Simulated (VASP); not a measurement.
Runs of VASP 6.6.1 on LiNO3. The structure is that of space group R-3c (No. 167), or close to it. The cells are those of the table. 

```csv
task,cell,cutoff (eV),smearing,gap on the mesh (eV),largest force (eV/Å)
single point,"a = 5.459 Å, angles 49.7°, 10 atoms",520,gaussian 0.02 eV,3.10,0.68
single point,"a = 5.628 Å, angles 48.9°, 10 atoms",520,gaussian 0.1 eV,(a),0.21
relaxation of cell and atoms,"relaxed from a = 5.460 Å, angles 49.7°, 10 atoms",600,gaussian 0.02 eV,3.04,-
single point,"a = 5.460 Å, angles 49.7°, 10 atoms",520,gaussian 0.1 eV,3.10,0.68
```

Alike in all rows: level LDA; potentials or basis VASP PAW LDA potentials, release 64 (Li_sv, N, O); no spin polarisation; k mesh 6 × 6 × 6.

Question: Estimate the missing entries.

Answer: (a) 2.98.

Caveats: the standard files for N, O and F lose accuracy on very short bonds.

A k mesh can miss the band edges.
